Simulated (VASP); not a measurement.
# Ge2Sb3Se (I4/mmm) in VASP: notebook

Runs on Ge2Sb3Se. Level: PBE. Tasks: single point, relaxation of cell and atoms.

All numbers are computed with VASP 6.6.1; they aren't measurements. Logs are shortened: lines on timing, memory, paths and dates and some standing lists are left out, and cuts for length are marked.

### Step 1. The cell of the first run

The structure is tetragonal, space group I4/mmm (No. 139). The conventional cell has a = 5.692 Å, b = 5.692 Å, c = 10.640 Å, α = 90.00°, β = 90.00°, γ = 90.00°. Ge (site symmetry 4mm) has 1 Se at 2.51 Å and 5 Sb at 2.81 to 2.85 Å within 3.3 Å. Within 4.1 Å of Sb (site symmetry -4m2) lie 4 Ge at 2.85 Å and 8 Sb at 3.90 to 4.02 Å and 4 Se at 3.90 Å. Within 3.7 Å of Sb (site symmetry 4/mmm) lie 2 Ge at 2.81 Å. Se (site symmetry 4/mmm) has 2 Ge at 2.51 Å within 3.3 Å.

The cell was generated, and may not be a known phase.

### Step 2. Single point, PBE

INCAR reads:

```
PREC = Accurate
ENCUT = 520
EDIFF = 1E-6
ISMEAR = 0
SIGMA = 0.1
LREAL = F
LASPH = T
NELM = 100
ALGO = Normal
ISIF = 2
LWAVE = F
LCHARG = F
GGA = PE
NBANDS = 34
```

KPOINTS reads:

```
Automatic mesh
0
Gamma
  4 4 4
```

POSCAR reads:

```
Ge2Sb3Se
1.0
   -2.8458676844      2.8458676844      5.3198392955
    2.8458676844     -2.8458676844      5.3198392955
    2.8458676844      2.8458676844     -5.3198392955
Ge Sb Se
2 3 1
Direct
    0.7363626183      0.7363626183      0.0000000000
    0.2636373817      0.2636373817      0.0000000000
    0.7500000000      0.2500000000      0.5000000000
    0.2500000000      0.7500000000      0.5000000000
    0.0000000000      0.0000000000      0.0000000000
    0.5000000000      0.5000000000      0.0000000000
```

Potentials or basis: VASP PAW PBE potentials, release 64 (Ge_d, Sb, Se).

Run with:

```
$ cat potpaw_PBE.64/Ge_d/POTCAR potpaw_PBE.64/Sb/POTCAR potpaw_PBE.64/Se/POTCAR > POTCAR
$ mpirun -np 1 vasp_std > vasp.out
```

OUTCAR:

```text
PREC = Accurate
   ENCUT = 520
   EDIFF = 1E-6
   ISMEAR = 0
   LREAL = F
   LASPH = T
   NELM = 100
   ISIF = 2
   GGA = PE

 ion  position               nearest neighbor table
   1  0.736  0.736  0.000-   6 2.51   5 2.81   4 2.85   3 2.85   3 2.85   4 2.85
   2  0.264  0.264  0.000-   6 2.51   5 2.81   3 2.85   4 2.85   4 2.85   3 2.85
   3  0.750  0.250  0.500-   2 2.85   1 2.85   2 2.85   1 2.85
   4  0.250  0.750  0.500-   2 2.85   1 2.85   2 2.85   1 2.85
   5  0.000  0.000  0.000-   1 2.81   2 2.81
   6  0.500  0.500  0.000-   1 2.51   2 2.51

  LATTYP: Found a body centered tetragonal cell.
 ALAT       =     5.6917353688
 C/A-ratio  =     1.8693206732

  Lattice vectors:

 A1 = (  -2.8458676844,   2.8458676844,   5.3198392955)
 A2 = (   2.8458676844,  -2.8458676844,   5.3198392955)
 A3 = (   2.8458676844,   2.8458676844,  -5.3198392955)

Analysis of symmetry for initial positions (statically):
=====================================================================
 Subroutine PRICEL returns:
 Original cell was already a primitive cell.

 Routine SETGRP: Setting up the symmetry group for a
 body centered tetragonal supercell.

 Subroutine GETGRP returns: Found 16 space group operations
 (whereof 16 operations were pure point group operations)
 out of a pool of 16 trial point group operations.

The static configuration has the point symmetry D_4h.

Analysis of symmetry for dynamics (positions and initial velocities):
=====================================================================
 Subroutine PRICEL returns:
 Original cell was already a primitive cell.

 Routine SETGRP: Setting up the symmetry group for a
 body centered tetragonal supercell.

 Subroutine GETGRP returns: Found 16 space group operations
 (whereof 16 operations were pure point group operations)
 out of a pool of 16 trial point group operations.

The dynamic configuration has the point symmetry D_4h.

 Subroutine INISYM returns: Found 16 space group operations
 (whereof 16 operations are pure point group operations),
 and found     1 'primitive' translations

----------------------------------------------------------------------------------------

                                     Primitive cell

  volume of cell :     172.3407

  direct lattice vectors                    reciprocal lattice vectors
    -2.845867684  2.845867684  5.319839295     0.000000000  0.175693340  0.093987802
     2.845867684 -2.845867684  5.319839295     0.175693340  0.000000000  0.093987802
     2.845867684  2.845867684 -5.319839295     0.175693340  0.175693340  0.000000000

  length of vectors
     6.670728287  6.670728287  6.670728287     0.199253248  0.199253248  0.248467905

  position of ions in fractional coordinates (direct lattice)
     0.736362618  0.736362618  0.000000000
     0.263637382  0.263637382  0.000000000
     0.750000000  0.250000000  0.500000000
     0.250000000  0.750000000  0.500000000
     0.000000000  0.000000000  0.000000000
     0.500000000  0.500000000  0.000000000

  ion indices of the primitive-cell ions
   primitive index   ion index
                 1           1
                 2           2
                 3           3
                 4           4
                 5           5
                 6           6

----------------------------------------------------------------------------------------

 KPOINTS: Automatic mesh

Automatic generation of k-mesh.
 Grid dimensions read from file:
 generate k-points for:    4    4    4

 Generating k-lattice:

  Cartesian coordinates                     Fractional coordinates (reciprocal lattice)
     0.000000000  0.043923335  0.023496950     0.250000000  0.000000000 -0.000000000
     0.043923335  0.000000000  0.023496950     0.000000000  0.250000000 -0.000000000
     0.043923335  0.043923335  0.000000000     0.000000000  0.000000000  0.250000000

  Length of vectors
     0.049813312  0.049813312  0.062116976

  Shift w.r.t. Gamma in fractional coordinates (k-lattice)
     0.000000000  0.000000000  0.000000000

 Subroutine IBZKPT returns following result:
 ===========================================

 Found     13 irreducible k-points:

 Following reciprocal coordinates:
            Coordinates               Weight
  0.000000  0.000000  0.000000      1.000000
  0.250000 -0.000000  0.000000      8.000000
  0.500000 -0.000000  0.000000      4.000000
  0.250000  0.250000  0.000000      8.000000
  0.500000  0.250000  0.000000     16.000000
 -0.250000  0.250000  0.000000      4.000000
  0.500000  0.500000  0.000000      2.000000
  0.250000  0.250000  0.250000      2.000000
 -0.250000  0.250000  0.250000      4.000000
  0.500000  0.500000  0.250000      4.000000
 -0.250000  0.500000  0.250000      8.000000
 -0.250000 -0.250000  0.250000      2.000000
  0.500000  0.500000  0.500000      1.000000
   k-points           NKPTS =     13   k-points in BZ     NKDIM =     13   number of bands    NBANDS=     34
   number of dos      NEDOS =    301   number of ions     NIONS =      6
   total plane-waves  NPLWV = 125000
   dimension x,y,z NGX =    50 NGY =   50 NGZ =   50
   dimension x,y,z NGXF=   100 NGYF=  100 NGZF=  100
   ions per type =               2   3   1
   NGX,Y,Z   is equivalent  to a cutoff of  12.46, 12.46, 12.46 a.u.
   NGXF,Y,Z  is equivalent  to a cutoff of  24.92, 24.92, 24.92 a.u.
 SYSTEM =  unknown system
   PREC   = accura    normal or accurate (medium, high low for compatibility)
   ISTART =      0    job   : 0-new  1-cont  2-samecut
   ICHARG =      2    charge: 1-file 2-atom 10-const
   ISPIN  =      1    spin polarized calculation?
   LNONCOLLINEAR =      F non collinear calculations
   LSORBIT =      F    spin-orbit coupling
   LASPH  =      T    aspherical Exc in radial PAW
   ENCUT  =  520.0 eV  38.22 Ry    6.18 a.u.  12.40 12.40 12.40*2*pi/ulx,y,z
   NELM   =    100;   NELMIN=  2; NELMDL= -5     # of ELM steps
   EDIFF  = 0.1E-05   stopping-criterion for ELM
   LREAL  =      F    real-space projection
   EDIFFG = 0.1E-04   stopping-criterion for IOM
   NSW    =      0    number of steps for IOM
   IBRION =     -1    ionic relax: 0-MD 1-quasi-New 2-CG
   NFREE  =      0    steps in history (QN), initial steepest desc. (CG)
   ISIF   =      2    stress and relaxation
   ISYM   =      2    0-nonsym 1-usesym 2-fastsym
   POTIM  = 0.5000    time-step for ionic-motion
   TEBEG  =    0.0;   TEEND  =   0.0 temperature during run
   PSTRESS=    0.0 pullay stress
   NELECT =      49.0000    total number of electrons
   NUPDOWN=      -1.0000    fix difference up-down
   EMIN   =  10.00;   EMAX   =-10.00  energy-range for DOS
   EFERMI =   0.00;   METHOD = LEGACY
   ISMEAR =     0;   SIGMA  =   0.10  broadening in eV -4-tet -1-fermi 0-gaus
   EFERMI_NEDOS =   21; number of points for ismear=-14 and -15
   IALGO  =     38    algorithm
   IMIX   =      4    mixing-type and parameters
     AMIX     =   0.40;   BMIX     =  1.00
     AMIX_MAG =   1.60;   BMIX_MAG =  1.00
  volume/ion in A,a.u.               =      28.72       193.84
  Fermi-wavevector in a.u.,A,eV,Ry     =   1.076492  2.034275 15.766914  1.158835
  Thomas-Fermi vector in A             =   2.212378
   LORBIT       =      0    0 simple, 1 ext, 2 COOP (PROOUT), +10 PAW based schemes
   GGA     = PE    functional components
   LHFCALC =     F    Hartree Fock is set to
   AEXX    =    0.0000 exact exchange contribution
   IVDW    =     0    specifies the selected vdW correction
   LEPSILON=     F    determine dielectric tensor
   LRPA    =     F    only Hartree local field effects (RPA)
 non-spin polarized calculation
 Gauss-broadening in eV      SIGMA  =   0.10
  energy-cutoff  :      520.00
  volume of cell :      172.34
 maximum number of plane-waves:      4667
 NGX is ok and might be reduce to    50
   NGX = 25   NGY = 25   NGZ = 25

 number of electron      49.0000009 magnetization

 Free energy of the ion-electron system (eV)
  ---------------------------------------------------
  ext. energy  EPLUGINS =         0.00000000
  ---------------------------------------------------
  free energy    TOTEN  =       -22.14675152 eV

  energy without entropy =      -22.11043445  energy(sigma->0) =      -22.12859299

 E-fermi :   4.9390     XC(G=0):  -9.3735

 val. band max:        4.9229171632   @ k =  -0.2500   0.5000   0.2500
 cond. band min:       4.9563822263   @ k =  -0.2500   0.2500   0.0000
 fundamental gap:      0.0334650631
 Fermi energy:         4.9390368034

 k-point     1 :       0.0000    0.0000    0.0000
  band No.  band energies     occupation
      1     -19.7314      2.00000
      2     -19.7257      2.00000
      3     -19.7241      2.00000
      4     -19.7158      2.00000
      5     -19.7052      2.00000
      6     -19.6994      2.00000
[... 26 lines left out ...]
     33      11.1992      0.00000
     34      11.9423      0.00000

 k-point     2 :       0.2500   -0.0000    0.0000
  band No.  band energies     occupation
      1     -19.7307      2.00000
      2     -19.7265      2.00000
      3     -19.7230      2.00000
      4     -19.7172      2.00000
      5     -19.7042      2.00000
      6     -19.6993      2.00000
[... 26 lines left out ...]
     33      11.1586      0.00000
     34      11.4042      0.00000

 k-point     3 :       0.5000   -0.0000    0.0000
  band No.  band energies     occupation
      1     -19.7295      2.00000
      2     -19.7277      2.00000
      3     -19.7202      2.00000
      4     -19.7202      2.00000
      5     -19.7016      2.00000
      6     -19.7016      2.00000
[... 26 lines left out ...]
     33      10.9114      0.00000
     34      11.0691      0.00000
[... 297 lines left out ...]
 k-point    12 :      -0.2500   -0.2500    0.2500
  band No.  band energies     occupation
      1     -19.7309      2.00000
      2     -19.7262      2.00000
      3     -19.7241      2.00000
      4     -19.7158      2.00000
      5     -19.7051      2.00000
      6     -19.6993      2.00000
[... 26 lines left out ...]
     33      10.4366      0.00000
     34      10.9264      0.00000

 k-point    13 :       0.5000    0.5000    0.5000
  band No.  band energies     occupation
      1     -19.7301      2.00000
      2     -19.7270      2.00000
      3     -19.7241      2.00000
      4     -19.7158      2.00000
      5     -19.7051      2.00000
      6     -19.6991      2.00000
[... 26 lines left out ...]
     33       9.6471      0.00000
     34      10.9742      0.00000

------------------------ aborting loop because EDIFF is reached ----------------------------------------

  FORCE on cell =-STRESS in cart. coord.  units (eV):
  Direction    XX          YY          ZZ          XY          YZ          ZX
  --------------------------------------------------------------------------------------
  -------------------------------------------------------------------------------------
  Total       -0.0922919     -0.0922919     -0.1110859      0.0000000      0.0000000     -0.0000000
  in kB       -0.8579980     -0.8579980     -1.0327172      0.0000000      0.0000000     -0.0000000
  external PRESSURE =      -0.9162377 kB  Pullay stress =       0.0000000 kB

 VOLUME and BASIS-vectors are now :
 -----------------------------------------------------------------------------
  energy-cutoff  :      520.00
  volume of cell :      172.34
      direct lattice vectors                 reciprocal lattice vectors
    -2.845867684  2.845867684  5.319839295     0.000000000  0.175693340  0.093987802
     2.845867684 -2.845867684  5.319839295     0.175693340  0.000000000  0.093987802
     2.845867684  2.845867684 -5.319839295     0.175693340  0.175693340  0.000000000

 POSITION                                       TOTAL-FORCE (eV/Angst)
 -----------------------------------------------------------------------------------
      0.00000      0.00000      7.83466        -0.000000     -0.000000      0.004057
      0.00000      0.00000      2.80502         0.000000      0.000000     -0.004057
      0.00000      2.84587      2.65992         0.000000      0.000000      0.000000
      2.84587      0.00000      2.65992         0.000000      0.000000      0.000000
      0.00000      0.00000      0.00000         0.000000      0.000000      0.000000
      0.00000      0.00000      5.31984         0.000000      0.000000      0.000000
 -----------------------------------------------------------------------------------
    total drift:                               -0.000000     -0.000000      0.000000

  FREE ENERGIE OF THE ION-ELECTRON SYSTEM (eV)
  ---------------------------------------------------
  free  energy   TOTEN  =       -22.1467515174 eV

  energy  without entropy=      -22.1104344543  energy(sigma->0) =      -22.12859299
```

Wall time 83 s (1 thread of Intel Xeon Platinum 8488C (Sapphire Rapids), shared host); peak memory 0.38 GiB.

Results:

```yaml
Free_energy: -22.1468 eV
Pressure: -0.1 GPa
Largest_force: 0.004 eV/Å
Band_gap_on_the_k_mesh: zero (an odd number of electrons rules out a gap without spin polarisation)
```

Forces in eV/Å, atoms in the order of the input:
```
Ge   0.000  0.000  0.004
Ge   0.000  0.000 -0.004
Sb   0.000  0.000  0.000
Sb   0.000  0.000  0.000
Sb   0.000  0.000  0.000
Se   0.000  0.000  0.000
```

Levels at points of the mesh, in eV from the Fermi level:
```
           k point  band 22  band 23  band 24  band 25  band 26  band 27
(0.00, 0.00, 0.00)    -2.04    -2.04    -0.70     0.27     0.99     0.99
(0.50, 0.00, 0.00)    -1.25    -1.22    -0.27    -0.23    -0.22     0.88
(0.50, 0.50, 0.00)    -0.02     0.33     0.37     0.40     0.66     1.06
(0.50, 0.50, 0.50)    -1.16    -1.16    -1.06     0.13     0.23     0.23
```

Caveat: spin-orbit coupling is left out, which moves the levels of the heavy elements.

### Step 3. Single point, PBE

This run uses another cell than the first one, of 29.43 Å³/atom.

INCAR, as its differences from that of step 2:

```diff
@@ -11,4 +11,6 @@
 LWAVE = F
-LCHARG = F
+LCHARG = T
 GGA = PE
+LELF = T
+LVHAR = T
 NBANDS = 34
```

KPOINTS reads:

```
regular mesh
0
Gamma
  4 4 4
```

POSCAR reads:

```
Ge2Sb3Se
1.0
   -3.2606396300      3.2606396300      4.1527493400
    3.2606396300     -3.2606396300      4.1527493400
    3.2606396300      3.2606396300     -4.1527493400
Ge Sb Se
2 3 1
Direct
    0.7572490800      0.7572490800      0.0000000000
    0.2427509200      0.2427509200      0.0000000000
    0.7500000000      0.2500000000      0.5000000000
    0.2500000000      0.7500000000      0.5000000000
    0.0000000000      0.0000000000      0.0000000000
    0.5000000000      0.5000000000      0.0000000000
```

Potentials or basis: VASP PAW PBE potentials, release 64 (Ge_d, Sb, Se).

Run with:

```
$ cat potpaw_PBE.64/Ge_d/POTCAR potpaw_PBE.64/Sb/POTCAR potpaw_PBE.64/Se/POTCAR > POTCAR
$ mpirun -np 1 vasp_std > vasp.out
```

It took 82 s on 1 thread of Intel Xeon Platinum 8488C (Sapphire Rapids), shared host; peak memory 0.35 GiB.

It converged, with:

| Item | Value |
| --- | --- |
| Free energy | -13.6822 eV |
| Pressure | 19.0 GPa |
| Largest force | 8.888 eV/Å |
| Band gap on the k mesh | zero (an odd number of electrons rules out a gap without spin polarisation) |

Forces in eV/Å, atoms in the order of the input:
```
Ge   0.000  0.000 -8.888
Ge   0.000  0.000  8.888
Sb   0.000  0.000  0.000
Sb   0.000  0.000  0.000
Sb   0.000  0.000  0.000
Se   0.000  0.000  0.000
```

Stress tensor (GPa, compression positive):
```
-3.71  0.00  0.00
 0.00 -3.71  0.00
 0.00  0.00 64.31
```

Levels at points of the mesh, in eV from the Fermi level:
```
           k point  band 22  band 23  band 24  band 25  band 26  band 27
(0.00, 0.00, 0.00)    -2.68    -2.68    -1.64     1.12     1.17     1.17
(0.50, 0.00, 0.00)    -0.85    -0.72    -0.53    -0.28     0.36     0.76
(0.50, 0.50, 0.00)    -0.62    -0.54    -0.52    -0.49    -0.09     0.04
(0.50, 0.50, 0.50)    -1.84    -1.84    -1.57     1.17     1.17     1.20
```

Caveat: the stress differs along the axes, from -4 to 64 GPa; spin-orbit coupling is left out, which moves the levels of the heavy elements; forces of over 1 eV/Å act on the atoms, so gaps and moduli don't describe the material at rest.

[end of part 1 of 2]

The gap in the log of VASP goes by the Fermi energy; the results here count the filled bands.